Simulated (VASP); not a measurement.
# CsBr (Pm-3m) in VASP: notebook, part 2 of 2

VASP 6.6.1.

### Step 4. Single point, PBEsol

This run uses another cell than the first one, of 30.11 Å³/atom, 1.137 times its volume.

Contents of INCAR:

```
PREC     = Accurate       # precision mode
ENCUT    = 500            # plane-wave cutoff, eV
EDIFF    = 1E-6           # SCF threshold, eV
ISMEAR   = 0              # smearing method
SIGMA    = 0.01           # smearing width, eV
LREAL    = False          # projectors in reciprocal space
LASPH    = True           # aspherical terms in the spheres
NELM     = 120            # most SCF steps
ALGO     = Normal         # electronic algorithm
ISIF     = 2              # what is computed and relaxed
LWAVE    = False          # write WAVECAR
LCHARG   = True           # write CHGCAR
GGA      = PS             # functional
LELF     = True           # ELF
LVHAR    = True         
NBANDS   = 15             # bands
GGA_COMPAT= False
```

Contents of KPOINTS:

```
regular mesh
0
Gamma
  6 6 6
```

Contents of POSCAR:

```
CsBr
1.0
    3.9198139916      0.0000000000      0.0000000000
    0.0000000000      3.9198139916      0.0000000000
    0.0000000000      0.0000000000      3.9198139916
Cs Br
1 1
Direct
    0.0000000000      0.0000000000      0.0000000000
    0.5000000000      0.5000000000      0.5000000000
```

Potentials or basis: VASP PAW PBE potentials, release 64 (Cs_sv, Br).

Started as:

```sh
$ cat potpaw_PBE.64/Cs_sv/POTCAR potpaw_PBE.64/Br/POTCAR > POTCAR
$ mpirun -np 1 vasp_std > vasp.out
```

OUTCAR:

```text
PREC = Accurate
   ENCUT = 500
   EDIFF = 1E-6
   ISMEAR = 0
   LREAL = False
   LASPH = True
   NELM = 120
   ISIF = 2
   GGA = PS

 ion  position               nearest neighbor table
   1  0.000  0.000  0.000-
   2  0.500  0.500  0.500-

  LATTYP: Found a simple cubic cell.
 ALAT       =     3.9198139916

  Lattice vectors:

 A1 = (   3.9198139916,   0.0000000000,   0.0000000000)
 A2 = (   0.0000000000,   3.9198139916,   0.0000000000)
 A3 = (   0.0000000000,   0.0000000000,   3.9198139916)

Analysis of symmetry for initial positions (statically):
=====================================================================
 Subroutine PRICEL returns:
 Original cell was already a primitive cell.

 Routine SETGRP: Setting up the symmetry group for a
 simple cubic supercell.

 Subroutine GETGRP returns: Found 48 space group operations
 (whereof 48 operations were pure point group operations)
 out of a pool of 48 trial point group operations.

The static configuration has the point symmetry O_h .

Analysis of symmetry for dynamics (positions and initial velocities):
=====================================================================
 Subroutine PRICEL returns:
 Original cell was already a primitive cell.

 Routine SETGRP: Setting up the symmetry group for a
 simple cubic supercell.

 Subroutine GETGRP returns: Found 48 space group operations
 (whereof 48 operations were pure point group operations)
 out of a pool of 48 trial point group operations.

The dynamic configuration has the point symmetry O_h .

 Subroutine INISYM returns: Found 48 space group operations
 (whereof 48 operations are pure point group operations),
 and found     1 'primitive' translations

----------------------------------------------------------------------------------------

                                     Primitive cell

[... 112 lines left out ...]
   AEXX    =    0.0000 exact exchange contribution
   IVDW    =     0    specifies the selected vdW correction
   LEPSILON=     F    determine dielectric tensor
   LRPA    =     F    only Hartree local field effects (RPA)
 non-spin polarized calculation
 Gauss-broadening in eV      SIGMA  =   0.01
  energy-cutoff  :      500.00
  volume of cell :       60.23
 maximum number of plane-waves:      1568
 NGX is ok and might be reduce to    30
   NGX = 15   NGY = 15   NGZ = 15

 number of electron      15.9999999 magnetization

 Free energy of the ion-electron system (eV)
  ---------------------------------------------------
  ext. energy  EPLUGINS =         0.00000000
  ---------------------------------------------------
  free energy    TOTEN  =        -6.05801822 eV

  energy without entropy =       -6.05801822  energy(sigma->0) =       -6.05801822

 E-fermi :   1.3865     XC(G=0):  -9.5440

 val. band max:        1.3414709487   @ k =   0.0000   0.0000   0.0000
 cond. band min:       5.4994693140   @ k =   0.0000   0.0000   0.0000
 fundamental gap:      4.1579983653
 Fermi energy:         1.3865106765

 k-point     1 :       0.0000    0.0000    0.0000
  band No.  band energies     occupation
      1     -18.3931      2.00000
      2     -11.5771      2.00000
      3      -4.7994      2.00000
      4      -4.7994      2.00000
      5      -4.7994      2.00000
      6       1.3415      2.00000
      7       1.3415      2.00000
      8       1.3415      2.00000
      9       5.4995      0.00000
     10       5.4995      0.00000
     11       6.8433      0.00000
     12      11.0980      0.00000
     13      11.0980      0.00000
     14      11.0980      0.00000
[... 329 lines left out ...]
      2     -11.2717      2.00000
      3      -5.5484      2.00000
      4      -5.5484      2.00000
      5      -5.5484      2.00000
      6      -0.8473      2.00000
      7      -0.8473      2.00000
      8      -0.8473      2.00000
      9      10.9134      0.00000
     10      10.9134      0.00000
     11      10.9134      0.00000
     12      11.7714      0.00000
     13      11.7714      0.00000
     14      11.7714      0.00000
     15      14.5045      0.00000

------------------------ aborting loop because EDIFF is reached ----------------------------------------

  FORCE on cell =-STRESS in cart. coord.  units (eV):
  Direction    XX          YY          ZZ          XY          YZ          ZX
  --------------------------------------------------------------------------------------
  -------------------------------------------------------------------------------------
  Total        2.7100137      2.7100137      2.7100137      0.0000000     -0.0000000      0.0000000
  in kB       72.0917716     72.0917716     72.0917716      0.0000000     -0.0000000      0.0000000
  external PRESSURE =      72.0917716 kB  Pullay stress =       0.0000000 kB

 VOLUME and BASIS-vectors are now :
 -----------------------------------------------------------------------------
  energy-cutoff  :      500.00
  volume of cell :       60.23
      direct lattice vectors                 reciprocal lattice vectors
     3.919813992  0.000000000  0.000000000     0.255114146  0.000000000  0.000000000
     0.000000000  3.919813992  0.000000000     0.000000000  0.255114146  0.000000000
     0.000000000  0.000000000  3.919813992     0.000000000  0.000000000  0.255114146

 POSITION                                       TOTAL-FORCE (eV/Angst)
 -----------------------------------------------------------------------------------
      0.00000      0.00000      0.00000         0.000000      0.000000      0.000000
      1.95991      1.95991      1.95991         0.000000      0.000000      0.000000
 -----------------------------------------------------------------------------------
    total drift:                                0.000000      0.000000     -0.000000

  FREE ENERGIE OF THE ION-ELECTRON SYSTEM (eV)
  ---------------------------------------------------
  free  energy   TOTEN  =        -6.0580182208 eV

  energy  without entropy=       -6.0580182208  energy(sigma->0) =       -6.05801822
```

OSZICAR:

```text
N       E                     dE             d eps       ncg     rms          rms(c)
DAV:   1     0.844509975916E+02    0.84451E+02   -0.66868E+03   600   0.901E+02
DAV:   2    -0.417818930755E+00   -0.84869E+02   -0.75469E+02   827   0.164E+02
DAV:   3    -0.623485583566E+01   -0.58170E+01   -0.57967E+01   761   0.451E+01
DAV:   4    -0.627180243352E+01   -0.36947E-01   -0.36944E-01   740   0.427E+00
DAV:   5    -0.627197235531E+01   -0.16992E-03   -0.16992E-03   789   0.300E-01    0.224E+00
DAV:   6    -0.608768887521E+01    0.18428E+00   -0.15866E-01   719   0.258E+00    0.118E+00
DAV:   7    -0.605782348195E+01    0.29865E-01   -0.10727E-01   754   0.188E+00    0.544E-01
DAV:   8    -0.605823121600E+01   -0.40773E-03   -0.10817E-02   691   0.610E-01    0.780E-02
DAV:   9    -0.605799927092E+01    0.23195E-03   -0.42272E-04   810   0.153E-01    0.512E-02
DAV:  10    -0.605802019181E+01   -0.20921E-04   -0.16700E-04   698   0.688E-02    0.225E-02
DAV:  11    -0.605802007880E+01    0.11301E-06   -0.33479E-05   747   0.361E-02    0.687E-03
DAV:  12    -0.605801836130E+01    0.17175E-05   -0.25196E-06   716   0.120E-02    0.250E-03
DAV:  13    -0.605801822077E+01    0.14053E-06   -0.10186E-06   473   0.553E-03
   1 F= -.60580182E+01 E0= -.60580182E+01  d E =-.121365E-12
```

Run time: 10 s. Hardware: 1 thread of AMD EPYC 9R45 (Zen 5), shared host; peak memory 0.14 GiB.

Results:

```
Free energy            : -6.0580 eV
Pressure               : 7.2 GPa
Band gap on the k mesh : 4.16 eV, direct
```

Levels at points of the mesh, in eV from the valence-band top:
```csv
k point,band 6,band 7,band 8,band 9,band 10,band 11
"(0.00, 0.00, 0.00)",0.00,0.00,0.00,4.16,4.16,5.50
"(0.50, 0.00, 0.00)",-2.16,-0.61,-0.61,5.57,7.86,8.47
"(0.50, 0.50, 0.00)",-0.68,-0.68,-0.22,5.06,5.37,7.14
"(0.50, 0.50, 0.50)",-2.19,-2.19,-2.19,9.57,9.57,9.57
```

Caveat: the PAW data sets were made with another functional, which shifts forces and pressure a little; spin-orbit coupling is left out, which moves the levels of the heavy elements. Expect the measured gap to be larger: semilocal functionals such as PBEsol lack the derivative discontinuity.

### Step 5. The runs side by side

```csv
cell,gap on the mesh (eV),pressure (GPa)
"a = 3.756 Å, 2 atoms",3.63,15.4
"a = 3.847 Å, 2 atoms",3.95,10.3
"a = 3.920 Å, 2 atoms",4.16,7.2
```

Alike in all rows: task single point; level PBEsol; potentials or basis VASP PAW PBE potentials, release 64 (Cs_sv, Br); no spin polarisation; k mesh 6 × 6 × 6; cutoff (eV) 500; smearing gaussian 0.01 eV.

Caveats: the PAW data sets were made with another functional, which shifts forces and pressure a little; spin-orbit coupling is left out, which moves the levels of the heavy elements.

Absolute energies hang on the potentials; compare differences alone.
